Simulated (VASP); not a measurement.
# Ca12O in VASP: single point with PBE+D3(BJ)

Aim: the single point of Ca12O with PBE+D3(BJ).

Program: VASP 6.6.1. These are calculated values, not measurements. Logs are shortened: lines on timing, memory, paths and dates and some standing lists are left out, and cuts for length are marked.

## (1) The cell of the first run

The cell holds a slab with vacuum, 13 atoms: a = 7.461 Å, b = 7.461 Å, c = 25.092 Å, α = 90.00°, β = 90.00°, γ = 109.47°.

## (2) Single point, PBE+D3(BJ)

The input, INCAR:

```
  PREC = Accurate
  ENCUT = 520
  EDIFF = 1E-6
  ISMEAR = 0
  SIGMA = 0.1
  LREAL = F
  LASPH = T
  NELM = 80
  ALGO = Normal
  ISIF = 2
  LWAVE = F
  LCHARG = F
  LDIPOL = T
  IDIPOL = 3
  DIPOL = 0.5 0.5 0.464
  GGA = PE
  IVDW = 12
  NBANDS = 75
  KPAR = 4
```

The input, KPOINTS:

```
Automatic mesh
0
Gamma
  4 4 1
```

The input, POSCAR:

```
Ca12O
1.0
    7.4610487818      0.0000000000      0.0000000000
   -2.4870162606      7.0343442512      0.0000000000
    0.0000000000      0.0000000000     25.0919208205
Ca O
12 1
Direct
    0.2499999796      0.2499999911      0.3387544565
    0.2499999911      0.7499999732      0.3387544565
    0.7500000612      0.2499999911      0.3387544565
    0.7499999387      0.7499999732      0.3387544565
    0.4878449257      0.4867498487      0.4540517676
    0.5104513762     -0.0096908820      0.4614322308
   -0.0091707789      0.5096550399      0.4581476676
    0.0132442302      0.0120119228      0.4540534813
    0.7174094107      0.7822106516      0.5700626151
    0.6899090695      0.2535657819      0.5734697277
    0.2463433723      0.8098736423      0.5735979761
    0.2010141580      0.2988140650      0.5760285194
    1.5419630084      0.9578329919      0.5528343206
```

Potentials or basis: VASP PAW PBE potentials, release 64 (Ca_sv, O).

Command:

```console
$ cat potpaw_PBE.64/Ca_sv/POTCAR potpaw_PBE.64/O/POTCAR > POTCAR
$ mpirun -np 4 vasp_std > vasp.out
```

OUTCAR:

```text
PREC = Accurate
   ENCUT = 520
   EDIFF = 1E-6
   ISMEAR = 0
   LREAL = F
   LASPH = T
   NELM = 80
   ISIF = 2
   GGA = PE
   IVDW = 12
 IVDW          = 12

 ion  position               nearest neighbor table
   1  0.250  0.250  0.339-
   2  0.250  0.750  0.339-
   3  0.750  0.250  0.339-
   4  0.750  0.750  0.339-
   5  0.488  0.487  0.454-
   6  0.510  0.990  0.461-  13 2.33
   7  0.991  0.510  0.458-
   8  0.013  0.012  0.454-
   9  0.717  0.782  0.570-  13 2.18
  10  0.690  0.254  0.573-  13 2.18
  11  0.246  0.810  0.574-  13 2.18
  12  0.201  0.299  0.576-
  13  0.542  0.958  0.553-  10 2.18  11 2.18   9 2.18   6 2.33

  LATTYP: Found a base centered orthorhombic cell.
 ALAT       =     8.6152770452
 B/A-ratio  =     1.4142135624
 C/A-ratio  =     2.9124914601

  Lattice vectors:

 A1 = (   7.4610487818,   0.0000000000,   0.0000000000)
 A2 = (  -2.4870162606,   7.0343442512,   0.0000000000)
 A3 = (   0.0000000000,   0.0000000000,  25.0919208205)

Analysis of symmetry for initial positions (statically):
=====================================================================
 Subroutine PRICEL returns:
 Original cell was already a primitive cell.

 Routine SETGRP: Setting up the symmetry group for a
 base centered orthorhombic supercell.

 Subroutine GETGRP returns: Found  1 space group operations
 (whereof  1 operations were pure point group operations)
 out of a pool of  8 trial point group operations.

The static configuration has the point symmetry C_1 .

Analysis of symmetry for dynamics (positions and initial velocities):
=====================================================================
 Subroutine PRICEL returns:
 Original cell was already a primitive cell.

 Routine SETGRP: Setting up the symmetry group for a
 base centered orthorhombic supercell.

 Subroutine GETGRP returns: Found  1 space group operations
 (whereof  1 operations were pure point group operations)
 out of a pool of  8 trial point group operations.

The dynamic configuration has the point symmetry C_1 .

 Subroutine INISYM returns: Found  1 space group operations
 (whereof  1 operations are pure point group operations),
[... 116 lines left out ...]
   EMIN   =  10.00;   EMAX   =-10.00  energy-range for DOS
   EFERMI =   0.00;   METHOD = LEGACY
   ISMEAR =     0;   SIGMA  =   0.10  broadening in eV -4-tet -1-fermi 0-gaus
   EFERMI_NEDOS =   21; number of points for ismear=-14 and -15
   IALGO  =     38    algorithm
   IMIX   =      4    mixing-type and parameters
     AMIX     =   0.40;   BMIX     =  1.00
     AMIX_MAG =   1.60;   BMIX_MAG =  1.00
  volume/ion in A,a.u.               =     101.30       683.61
  Fermi-wavevector in a.u.,A,eV,Ry     =   0.748766  1.414962  7.628105  0.560650
  Thomas-Fermi vector in A             =   1.845129
   LORBIT       =      0    0 simple, 1 ext, 2 COOP (PROOUT), +10 PAW based schemes
   GGA     = PE    functional components
   LHFCALC =     F    Hartree Fock is set to
   AEXX    =    0.0000 exact exchange contribution
   IVDW    =    12    specifies the selected vdW correction
   LEPSILON=     F    determine dielectric tensor
   LRPA    =     F    only Hartree local field effects (RPA)
 non-spin polarized calculation
 Gauss-broadening in eV      SIGMA  =   0.10
  energy-cutoff  :      520.00
  volume of cell :     1316.91
 maximum number of plane-waves:     35512
   NGX = 27   NGY = 27   NGZ = 93

 dipolmoment           0.000000      0.000000      0.027723 electrons x Angstroem

 number of electron     125.9999997 magnetization

 dipolmoment           0.000000      0.000000     -0.011826 electrons x Angstroem

 Free energy of the ion-electron system (eV)
  ---------------------------------------------------
  ext. energy  EPLUGINS =         0.00000000
  ---------------------------------------------------
  free energy    TOTEN  =       -30.38627033 eV

  energy without entropy =      -30.31124325  energy(sigma->0) =      -30.34875679

 E-fermi :  -0.8244     XC(G=0):  -3.5455

 val. band max:       -0.8340682314   @ k =   0.5000   0.0000   0.0000
 cond. band min:      -0.8164211144   @ k =   0.5000   0.2500   0.0000
 fundamental gap:      0.0176471169
 Fermi energy:        -0.8244298319

 k-point     1 :       0.0000    0.0000    0.0000
  band No.  band energies     occupation
      1     -43.2924      2.00000
      2     -43.1318      2.00000
      3     -43.1282      2.00000
      4     -43.1070      2.00000
      5     -43.0919      2.00000
      6     -42.6795      2.00000
[... 769 lines left out ...]
     74       0.0675      0.00000
     75       0.2519      0.00000

------------------------ aborting loop because EDIFF is reached ----------------------------------------

 vacuum level on the upper side and lower side of the slab       (xc-potential included)        -0.140        -0.095

 Edisp (eV)   -2.25614

 E8    (eV) :    -1.1675

  FORCE on cell =-STRESS in cart. coord.  units (eV):
  Direction    XX          YY          ZZ          XY          YZ          ZX
  --------------------------------------------------------------------------------------
  -------------------------------------------------------------------------------------
  Total       2.69862     1.72570     0.09308    -1.38807     0.03914    -0.03492
  in kB       3.28318     2.09951     0.11324    -1.68875     0.04762    -0.04248
  external pressure =        1.83 kB  Pullay stress =        0.00 kB

 VOLUME and BASIS-vectors are now :
 -----------------------------------------------------------------------------
  energy-cutoff  :      520.00
  volume of cell :     1316.91
      direct lattice vectors                 reciprocal lattice vectors
     7.461048782  0.000000000  0.000000000     0.134029415  0.047386554  0.000000000
    -2.487016261  7.034344251  0.000000000     0.000000000  0.142159662  0.000000000
     0.000000000  0.000000000 25.091920821     0.000000000  0.000000000  0.039853465

 POSITION                                       TOTAL-FORCE (eV/Angst)
 -----------------------------------------------------------------------------------
      1.24351      1.75859      8.50000         0.010578     -0.007825     -0.198855
      0.00000      5.27576      8.50000         0.029359      0.025415      0.072685
      4.97403      1.75859      8.50000        -0.012421     -0.033335      0.072118
      3.73052      5.27576      8.50000        -0.016100      0.011144      0.029657
      2.42928      3.42397     11.39303         0.002915      0.000719     -0.003010
      1.34559      6.96618     11.57822        -0.015598     -0.002652     -0.028452
      6.12510      3.58509     11.49580        -0.006046     -0.003152      0.006502
      0.06894      0.08450     11.39307         0.003997      0.002261     -0.001938
      3.40726      5.50234     14.30397         0.049765     -0.032283      0.009008
      4.51682      1.78367     14.38946         0.014373      0.077634      0.027557
     -0.17619      5.69693     14.39267        -0.066685     -0.034453      0.019246
      0.75662      2.10196     14.45366         0.000508     -0.000999      0.001597
      1.66147      6.73773     13.87167         0.005355     -0.002477     -0.006115
 -----------------------------------------------------------------------------------
    total drift:                                0.000275      0.000070      0.000172

  FREE ENERGIE OF THE ION-ELECTRON SYSTEM (eV)
  ---------------------------------------------------
  free  energy   TOTEN  =       -32.6424088006 eV

  energy  without entropy=      -32.5673817189  energy(sigma->0) =      -32.60489526

 vacuum level on the upper side and lower side of the slab         1.841         1.885
```

Run time: 15 min. Hardware: 4 MPI ranks of AMD EPYC 7R13 (Zen 3), shared host; peak memory 1.5 GiB.

Results:

```
Free energy                : -32.6424 eV
Largest force              : 0.199 eV/Å
Band gap on the k mesh     : zero (bands 63 and 64 overlap by 0.08 eV)
Dispersion energy per atom : -0.174 eV
```

Forces in eV/Å, atoms in the order of the input:
```
Ca   0.011 -0.008 -0.199
Ca   0.029  0.025  0.073
Ca  -0.012 -0.033  0.072
Ca  -0.016  0.011  0.030
Ca   0.003  0.001 -0.003
Ca  -0.016 -0.003 -0.028
Ca  -0.006 -0.003  0.007
Ca   0.004  0.002 -0.002
Ca   0.050 -0.032  0.009
Ca   0.014  0.078  0.028
Ca  -0.067 -0.034  0.019
Ca   0.001 -0.001  0.002
O    0.005 -0.002 -0.006
```
